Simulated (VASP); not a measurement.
A run of VASP 6.6.1 is set up as follows.

File INCAR:

```
ALGO     = Normal         # electronic algorithm
EDIFF    = 1E-6           # SCF threshold, eV
ENCUT    = 520            # plane-wave cutoff, eV
GGA      = CA             # functional
ISIF     = 2              # what is computed and relaxed
ISMEAR   = 0              # smearing method
LASPH    = T              # aspherical terms in the spheres
LCHARG   = F              # write CHGCAR
LREAL    = F              # projectors in reciprocal space
LWAVE    = F              # write WAVECAR
NBANDS   = 25             # bands
NELM     = 100            # most SCF steps
PREC     = Accurate       # precision mode
SIGMA    = 0.1            # smearing width, eV
```

Contents of KPOINTS:

```
k-points
0
Gamma
  6 6 6
```

File POSCAR:

```
SiO2
1.0
   -2.4772904627      2.4772904627      3.6556712422
    2.4772904627     -2.4772904627      3.6556712422
    2.4772904627      2.4772904627     -3.6556712422
Si O
2 4
Direct
    0.0000000000      0.0000000000      0.0000000000
    0.7500000000      0.2500000000      0.5000000000
    0.3750000000      0.2217861300      0.3467861300
    0.9717861300      0.6250000000      0.8467861300
    0.7782138700      0.1250000000      0.1532138700
    0.8750000000      0.0282138700      0.6532138700
```

Potentials or basis: VASP PAW LDA potentials, release 64 (Si, O).

Command:

```sh
$ cat potpaw_LDA.64/Si/POTCAR potpaw_LDA.64/O/POTCAR > POTCAR
$ mpirun -np 1 vasp_std > vasp.out
```

Q: Estimate the largest force.

A: 0.068 eV/Å.

Q: What does it give for the pressure?

A: -1.0 GPa.

Q: Estimate the band gap on the k mesh.

A: 5.70 eV, direct.

Forces in eV/Å, atoms in the order of the input:
```
Si   0.000  0.000  0.000
Si   0.000  0.000  0.000
O   -0.068  0.000  0.000
O    0.000 -0.068  0.000
O    0.000  0.068  0.000
O    0.068  0.000  0.000
```

A k mesh can miss the band edges. Expect the measured gap to be larger: semilocal functionals such as LDA lack the derivative discontinuity.
